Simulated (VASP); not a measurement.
A run of VASP 6.6.1 is set up as follows.

Contents of POSCAR:

```
As
1.0
    1.7941121457      1.0358311303      5.3862540408
   -1.7941121457      1.0358311303      5.3862540408
    0.0000000000     -2.0716622606      5.3862540408
As
2
Direct
    0.7910347040      0.7910347040      0.7910347040
    0.2089652960      0.2089652960      0.2089652960
```

The input INCAR.step1:

```
  PREC = Accurate
  ENCUT = 520
  ISMEAR = 0
  SIGMA = 0.02
  LREAL = F
  LASPH = T
  NELM = 60
  NBANDS = 12
  GGA = PE
  ALGO = Normal
  EDIFF = 1E-4
  LWAVE = T
  LCHARG = F
```

The input INCAR.step2:

```
  PREC = Accurate
  ENCUT = 520
  EDIFF = 1E-7
  ISMEAR = 0
  SIGMA = 0.02
  LREAL = F
  LASPH = T
  NELM = 60
  ALGO = Normal
  ISIF = 2
  LWAVE = F
  LCHARG = F
  METAGGA = R2SCAN
  LMIXTAU = T
  NBANDS = 12
  ISTART = 1
```

The input KPOINTS:

```
Automatic mesh
0
Gamma
  9 9 9
```

Potentials or basis: VASP PAW PBE potentials, release 64 (As).

Run with:

```sh
$ cat potpaw_PBE.64/As/POTCAR > POTCAR
$ cp INCAR.step1 INCAR
$ mpirun -np 1 vasp_std > vasp.out
$ cp INCAR.step2 INCAR
$ mpirun -np 1 vasp_std > vasp.out
```

(1) What does it give for the pressure?

(2) What does it give for the band gap on the k mesh?

(3) What does it give for the largest force?

## Answers

(1) -0.1 GPa.

(2) 1.03 eV, indirect (least direct gap 1.71 eV).

(3) 0.058 eV/Å.

Caveat: the PAW data sets were made with another functional, which shifts forces and pressure a little.
